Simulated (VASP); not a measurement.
# Co (Fd-3m) in VASP: single point with r2SCAN

Aim: the single point of Co with r2SCAN.

Program: VASP 6.6.1. These are calculated values, not measurements. Logs are shortened: lines on timing, memory, paths and dates and some standing lists are left out, and cuts for length are marked.

### Step 1. The cell of the first run

It takes space group Fd-3m (No. 227, cubic). Conventional cell: a = 6.582 Å, b = 6.582 Å, c = 6.582 Å, α = 90.00°, β = 90.00°, γ = 90.00°. Within 3.6 Å of Co (site symmetry -43m) lie 16 Co at 2.73 to 2.85 Å. Co (site symmetry -3m) has 12 Co at 2.33 to 2.73 Å within 3.1 Å.

This isn't the form of Co at room conditions, which is hcp.

### Step 2. Single point, r2SCAN, collinear spin, ferromagnetic start

POSCAR reads:

```
Co
1.0
    0.0000000000      3.2907574297      3.2907574297
    3.2907574297      0.0000000000      3.2907574297
    3.2907574297      3.2907574297      0.0000000000
Co
6
Direct
    0.2500000000      0.2500000000      0.2500000000
    0.0000000000      0.0000000000      0.0000000000
    0.6250000000      0.6250000000      0.1250000000
    0.6250000000      0.1250000000      0.6250000000
    0.1250000000      0.6250000000      0.6250000000
    0.6250000000      0.6250000000      0.6250000000
```

INCAR.step1 reads:

```
ALGO = Normal ; EDIFF = 1E-4
ENCUT = 520 ; GGA = PE
ISMEAR = -1 ; ISPIN = 2
LASPH = T ; LCHARG = F
LMAXMIX = 4 ; LREAL = F
LWAVE = T ; MAGMOM = 1.8 1.8 1.8 1.8 1.8 1.8
NBANDS = 40 ; NELM = 150
PREC = Accurate ; SIGMA = 0.1
```

INCAR.step2 reads:

```
ALGO = Normal ; EDIFF = 1E-6
ENCUT = 520 ; ISIF = 2
ISMEAR = -1 ; ISPIN = 2
ISTART = 1 ; LASPH = T
LCHARG = T ; LELF = T
LMAXMIX = 4 ; LMIXTAU = T
LORBIT = 11 ; LREAL = F
LVHAR = T ; LWAVE = F
MAGMOM = 1.8 1.8 1.8 1.8 1.8 1.8 ; METAGGA = R2SCAN
NBANDS = 40 ; NELM = 150
PREC = Accurate ; SIGMA = 0.1
```

KPOINTS reads:

```
k-points
0
Gamma
  6 6 6
```

Potentials or basis: VASP PAW PBE potentials, release 64 (Co).

Launch:

```sh
cat potpaw_PBE.64/Co/POTCAR > POTCAR
cp INCAR.step1 INCAR
mpirun -np 1 vasp_std > vasp.out
cp INCAR.step2 INCAR
mpirun -np 1 vasp_std > vasp.out
```

OUTCAR:

```text
EDIFF = 1E-6
   ENCUT = 520
   ISIF = 2
   ISMEAR = -1
   ISPIN = 2
   ISTART = 1
   LASPH = T
   LORBIT = 11
   LREAL = F
   METAGGA = R2SCAN
   NELM = 150
   PREC = Accurate

 ion  position               nearest neighbor table
   1  0.250  0.250  0.250-   3 2.73   4 2.73   5 2.73   4 2.73   5 2.73   6 2.73   3 2.73   5 2.73
                             6 2.73   3 2.73   4 2.73   6 2.73   2 2.85   2 2.85   2 2.85   2 2.85
   2  0.000  0.000  0.000-   3 2.73   4 2.73   5 2.73   3 2.73   5 2.73   6 2.73   4 2.73   5 2.73
                             6 2.73   3 2.73   4 2.73   6 2.73   1 2.85   1 2.85   1 2.85   1 2.85
   3  0.625  0.625  0.125-   6 2.33   4 2.33   5 2.33   6 2.33   4 2.33   5 2.33   1 2.73   2 2.73
                             2 2.73   1 2.73   2 2.73   1 2.73
   4  0.625  0.125  0.625-   6 2.33   3 2.33   3 2.33   5 2.33   6 2.33   5 2.33   1 2.73   2 2.73
                             2 2.73   1 2.73   2 2.73   1 2.73
   5  0.125  0.625  0.625-   6 2.33   3 2.33   4 2.33   3 2.33   4 2.33   6 2.33   1 2.73   2 2.73
                             1 2.73   2 2.73   1 2.73   2 2.73
   6  0.625  0.625  0.625-   3 2.33   4 2.33   5 2.33   3 2.33   4 2.33   5 2.33   2 2.73   1 2.73
                             2 2.73   1 2.73   2 2.73   1 2.73

  LATTYP: Found a face centered cubic cell.
 ALAT       =     6.5815148594

  Lattice vectors:

 A1 = (   0.0000000000,   3.2907574297,   3.2907574297)
 A2 = (   3.2907574297,   0.0000000000,   3.2907574297)
 A3 = (   3.2907574297,   3.2907574297,   0.0000000000)

Analysis of symmetry for initial positions (statically):
=====================================================================
 Subroutine PRICEL returns:
 Original cell was already a primitive cell.

 Routine SETGRP: Setting up the symmetry group for a
 face centered cubic supercell.

 Subroutine GETGRP returns: Found 48 space group operations
 (whereof 24 operations were pure point group operations)
 out of a pool of 48 trial point group operations.

The static configuration has the point symmetry T_d .
 The point group associated with its full space group is O_h .

Analysis of symmetry for dynamics (positions and initial velocities):
=====================================================================
 Subroutine PRICEL returns:
 Original cell was already a primitive cell.

 Routine SETGRP: Setting up the symmetry group for a
 face centered cubic supercell.

 Subroutine GETGRP returns: Found 48 space group operations
 (whereof 24 operations were pure point group operations)
 out of a pool of 48 trial point group operations.

The dynamic configuration has the point symmetry T_d .
 The point group associated with its full space group is O_h .

Analysis of structural, dynamic, and magnetic symmetry:
=====================================================================
 Subroutine PRICEL returns:
 Original cell was already a primitive cell.

 Routine SETGRP: Setting up the symmetry group for a
 face centered cubic supercell.

 Subroutine GETGRP returns: Found 48 space group operations
 (whereof 24 operations were pure point group operations)
 out of a pool of 48 trial point group operations.

The overall configuration has the point symmetry T_d .
 The point group associated with its full space group is O_h .

 Subroutine INISYM returns: Found 48 space group operations
 (whereof 24 operations are pure point group operations),
 and found     1 'primitive' translations

----------------------------------------------------------------------------------------

                                     Primitive cell

  volume of cell :      71.2718

  direct lattice vectors                    reciprocal lattice vectors
     0.000000000  3.290757430  3.290757430    -0.151940704  0.151940704  0.151940704
     3.290757430  0.000000000  3.290757430     0.151940704 -0.151940704  0.151940704
     3.290757430  3.290757430  0.000000000     0.151940704  0.151940704 -0.151940704

  length of vectors
     4.653833788  4.653833788  4.653833788     0.263169019  0.263169019  0.263169019

  position of ions in fractional coordinates (direct lattice)
     0.250000000  0.250000000  0.250000000
     0.000000000  0.000000000  0.000000000
[... 56 lines left out ...]
 -0.333333  0.333333  0.166667     24.000000
 -0.333333  0.500000  0.166667     12.000000
   k-points           NKPTS =     16   k-points in BZ     NKDIM =     16   number of bands    NBANDS=     40
   number of dos      NEDOS =    301   number of ions     NIONS =      6
   total plane-waves  NPLWV =  46656
   dimension x,y,z NGX =    36 NGY =   36 NGZ =   36
   dimension x,y,z NGXF=    72 NGYF=   72 NGZF=   72
   ions per type =               6
   NGX,Y,Z   is equivalent  to a cutoff of  12.86, 12.86, 12.86 a.u.
   NGXF,Y,Z  is equivalent  to a cutoff of  25.72, 25.72, 25.72 a.u.
 SYSTEM =  unknown system
   PREC   = accura    normal or accurate (medium, high low for compatibility)
   ISTART =      1    job   : 0-new  1-cont  2-samecut
   ICHARG =      0    charge: 1-file 2-atom 10-const
   ISPIN  =      2    spin polarized calculation?
   LNONCOLLINEAR =      F non collinear calculations
   LSORBIT =      F    spin-orbit coupling
   LASPH  =      T    aspherical Exc in radial PAW
   ENCUT  =  520.0 eV  38.22 Ry    6.18 a.u.   8.65  8.65  8.65*2*pi/ulx,y,z
   NELM   =    150;   NELMIN=  2; NELMDL=  0     # of ELM steps
   EDIFF  = 0.1E-05   stopping-criterion for ELM
   LREAL  =      F    real-space projection
   EDIFFG = 0.1E-04   stopping-criterion for IOM
   NSW    =      0    number of steps for IOM
   IBRION =     -1    ionic relax: 0-MD 1-quasi-New 2-CG
   NFREE  =      0    steps in history (QN), initial steepest desc. (CG)
   ISIF   =      2    stress and relaxation
   ISYM   =      2    0-nonsym 1-usesym 2-fastsym
   POTIM  = 0.5000    time-step for ionic-motion
   TEBEG  =    0.0;   TEEND  =   0.0 temperature during run
   PSTRESS=    0.0 pullay stress
   NELECT =      54.0000    total number of electrons
   NUPDOWN=      -1.0000    fix difference up-down
   EMIN   =  10.00;   EMAX   =-10.00  energy-range for DOS
   EFERMI =   0.00;   METHOD = LEGACY
   ISMEAR =    -1;   SIGMA  =   0.10  broadening in eV -4-tet -1-fermi 0-gaus
   EFERMI_NEDOS =   21; number of points for ismear=-14 and -15
   IALGO  =     38    algorithm
   IMIX   =      4    mixing-type and parameters
     AMIX     =   0.40;   BMIX     =  1.00
     AMIX_MAG =   1.60;   BMIX_MAG =  1.00
  volume/ion in A,a.u.               =      11.88        80.16
  Fermi-wavevector in a.u.,A,eV,Ry     =   1.492451  2.820324 30.305771  2.227411
  Thomas-Fermi vector in A             =   2.604978
   LORBIT       =     11    0 simple, 1 ext, 2 COOP (PROOUT), +10 PAW based schemes
   METAGGA = R2SCAN    functional components
   LHFCALC =     F    Hartree Fock is set to
   AEXX    =    0.0000 exact exchange contribution
   IVDW    =     0    specifies the selected vdW correction
   LEPSILON=     F    determine dielectric tensor
   LRPA    =     F    only Hartree local field effects (RPA)
 spin polarized calculation
  energy-cutoff  :      520.00
  volume of cell :       71.27
 maximum number of plane-waves:      1936
 NGX is ok and might be reduce to    36
   NGX = 17   NGY = 17   NGZ = 17

 number of electron      53.9999962 magnetization      11.3723947

 Free energy of the ion-electron system (eV)
  ---------------------------------------------------
  ext. energy  EPLUGINS =         0.00000000
  ---------------------------------------------------
  free energy    TOTEN  =       -78.29627103 eV

  energy without entropy =      -78.12409447  energy(sigma->0) =      -78.21018275

 E-fermi :   9.4193     XC(G=0): -14.0344

 val. band max:        9.4031543961   @ k =  -0.3333   0.1667   0.0000
 cond. band min:       9.4200311053   @ k =  -0.3333   0.3333   0.0000
 fundamental gap:      0.0168767092
 Fermi energy:         9.4193334191

 spin component 1

 k-point     1 :       0.0000    0.0000    0.0000
  band No.  band energies     occupation
      1       0.2104      1.00000
      2       2.6528      1.00000
      3       3.7425      1.00000
      4       3.7426      1.00000
      5       3.7426      1.00000
      6       4.3604      1.00000
[... 661 lines left out ...]
     38      16.8970      0.00000
     39      20.9344      0.00000
 Fermi energy:         9.4193334191

 spin component 2

 k-point     1 :       0.0000    0.0000    0.0000
  band No.  band energies     occupation
      1      -0.2992      1.00000
      2       4.3570      1.00000
      3       5.4261      1.00000
      4       5.4261      1.00000
      5       5.4261      1.00000
      6       6.2753      1.00000
[... 661 lines left out ...]
     38      17.8082      0.00000
     39      21.5377      0.00000
 [bands above 39 left out]

------------------------ aborting loop because EDIFF is reached ----------------------------------------

  FORCE on cell =-STRESS in cart. coord.  units (eV):
  Direction    XX          YY          ZZ          XY          YZ          ZX
  --------------------------------------------------------------------------------------
  -------------------------------------------------------------------------------------
  Total       -4.1521612     -4.1521612     -4.1521612     -0.0000000      0.0000000      0.0000000
  in kB      -93.3398687    -93.3398687    -93.3398687     -0.0000000      0.0000000      0.0000000
  external PRESSURE =     -93.3398687 kB  Pullay stress =       0.0000000 kB

 VOLUME and BASIS-vectors are now :
 -----------------------------------------------------------------------------
  energy-cutoff  :      520.00
  volume of cell :       71.27
      direct lattice vectors                 reciprocal lattice vectors
     0.000000000  3.290757430  3.290757430    -0.151940704  0.151940704  0.151940704
     3.290757430  0.000000000  3.290757430     0.151940704 -0.151940704  0.151940704
     3.290757430  3.290757430  0.000000000     0.151940704  0.151940704 -0.151940704

 POSITION                                       TOTAL-FORCE (eV/Angst)
 -----------------------------------------------------------------------------------
      1.64538      1.64538      1.64538         0.000000      0.000000      0.000000
      0.00000      0.00000      0.00000        -0.000000     -0.000000     -0.000000
      2.46807      2.46807      4.11345         0.000000      0.000000     -0.000000
      2.46807      4.11345      2.46807         0.000000      0.000000     -0.000000
      4.11345      2.46807      2.46807         0.000000      0.000000     -0.000000
      4.11345      4.11345      4.11345         0.000000      0.000000     -0.000000
 -----------------------------------------------------------------------------------
    total drift:                                0.000000      0.000000      0.000000

  FREE ENERGIE OF THE ION-ELECTRON SYSTEM (eV)
  ---------------------------------------------------
  free  energy   TOTEN  =       -78.2962710284 eV

  energy  without entropy=      -78.1240944669  energy(sigma->0) =      -78.21018275

 total charge

# of ion       s       p       d       tot
------------------------------------------
    1        0.401   0.398   7.124   7.924
    2        0.401   0.398   7.124   7.924
    3        0.539   0.576   7.209   8.324
    4        0.539   0.576   7.209   8.324
    5        0.539   0.576   7.209   8.324
    6        0.539   0.576   7.209   8.324
--------------------------------------------------
tot          2.959   3.101  43.084  49.144

 magnetization (x)

# of ion       s       p       d       tot
------------------------------------------
    1       -0.001  -0.054   2.078   2.023
    2       -0.001  -0.054   2.078   2.023
    3       -0.001  -0.081   2.024   1.943
    4       -0.001  -0.081   2.024   1.943
    5       -0.001  -0.081   2.024   1.943
    6       -0.001  -0.081   2.024   1.943
--------------------------------------------------
tot         -0.005  -0.432  12.253  11.816
```

It took 5.7 min on 1 thread of Intel Xeon Platinum 8375C at 2.90GHz (Ice Lake), shared host; peak memory 0.28 GiB.

Results:

| Quantity | Value |
| --- | --- |
| Free energy | -78.2963 eV |
| Pressure | -9.3 GPa |
| Net moment | 11.37 μB per cell |
| Site moments | Co +2.02, +1.94 (each value once) μB |
| Valence electrons inside the program's atomic spheres | Co 7.92, 8.32 (each value once) |

Levels at points of the mesh, in eV from the Fermi level:
Spin up:
```
           k point  band 29  band 30  band 31  band 32  band 33  band 34  band 35  band 36
(0.00, 0.00, 0.00)    -1.22    -1.22    -1.22     0.97     2.34     2.34     2.34     5.80
(0.50, 0.00, 0.00)    -2.28    -1.97    -1.97    -1.22     1.46     1.87     1.87     4.64
(0.50, 0.50, 0.00)    -2.27    -2.27    -2.11    -2.11     0.54     0.54     1.29     1.29
```
Spin down:
| k point | band 17 | band 18 | band 19 | band 20 | band 21 | band 22 | band 23 | band 24 | band 25 | band 26 |
| --- | --- | --- | --- | --- | --- | --- | --- | --- | --- | --- |
| (0.00, 0.00, 0.00) | -0.58 | -0.58 | -0.40 | -0.40 | 0.43 | 0.43 | 0.43 | 0.49 | 0.94 | 0.94 |
| (0.50, 0.00, 0.00) | -0.64 | -0.64 | -0.42 | -0.42 | -0.13 | -0.13 | -0.05 | 0.37 | 0.41 | 0.63 |
| (0.50, 0.50, 0.00) | -1.44 | -1.44 | -0.18 | -0.18 | -0.14 | -0.14 | 0.21 | 0.21 | 0.44 | 0.44 |

Caveat: the cell stands under tension; the PAW data sets were made with another functional, which shifts forces and pressure a little.
